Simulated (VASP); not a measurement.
Wanted: the native input for a VASP 6.6.1 run.

```
Task                   : single point
Functional             : PBEsol
Potentials or basis    : VASP PAW PBE potentials, release 64 (Gd, Cu)
Cutoff                 : 600 eV
k mesh                 : 8 × 8 × 8
Occupations            : gaussian, width 0.05 eV
Spin                   : collinear spin, ferromagnetic start
Starting moments       : [7.69, 0.0, 0.0, 0.0] μB
Dipole correction      : no
Further INCAR settings : ALGO = Normal; EDIFF = 1e-06; NBANDS = 38
```

The structure of GdCu3 lies in POSCAR:

```
GdCu3
1.0
    4.0306682206      0.0000000000      0.0000000000
    0.0000000000      4.0306682206      0.0000000000
    0.0000000000      0.0000000000      4.0306682206
Gd Cu
1 3
Direct
    0.0000000000      0.0000000000      0.0000000000
    0.0000000000      0.5000000000      0.5000000000
    0.5000000000      0.5000000000      0.0000000000
    0.5000000000      0.0000000000      0.5000000000
```

One way to write it, as run:

INCAR

```
SYSTEM = GdCu3
PREC = Accurate ; ENCUT = 600
EDIFF = 1E-6 ; ISMEAR = 0
SIGMA = 0.05 ; LREAL = .FALSE.
LASPH = .TRUE. ; NELM = 200
ALGO = Normal ; ISIF = 2
LWAVE = .FALSE. ; LCHARG = .FALSE.
ISPIN = 2 ; MAGMOM = 7.69 0 0 0
LORBIT = 11 ; LMAXMIX = 6
GGA = PS ; NBANDS = 38
GGA_COMPAT = .FALSE.
```

KPOINTS

```
Automatic mesh
0
G
  8 8 8
  0 0 0
```

Potentials or basis: VASP PAW PBE potentials, release 64 (Gd, Cu).

Command:

```sh
$ cat potpaw_PBE.64/Gd/POTCAR potpaw_PBE.64/Cu/POTCAR > POTCAR
$ mpirun -np 1 vasp_std > vasp.out
```

Results of the run:

* Pressure: 0.1 GPa
* Net moment: 7.42 μB per cell
* Site moments: Gd +6.87; Cu +0.05 μB
* Valence electrons inside the program's atomic spheres: Gd 15.25; Cu 9.93

Caveat: the PAW data sets were made with another functional, which shifts forces and pressure a little.

Run time: 12 min on 1 thread of Intel Xeon 8259CL, on a shared host, peak memory 0.34 GiB.
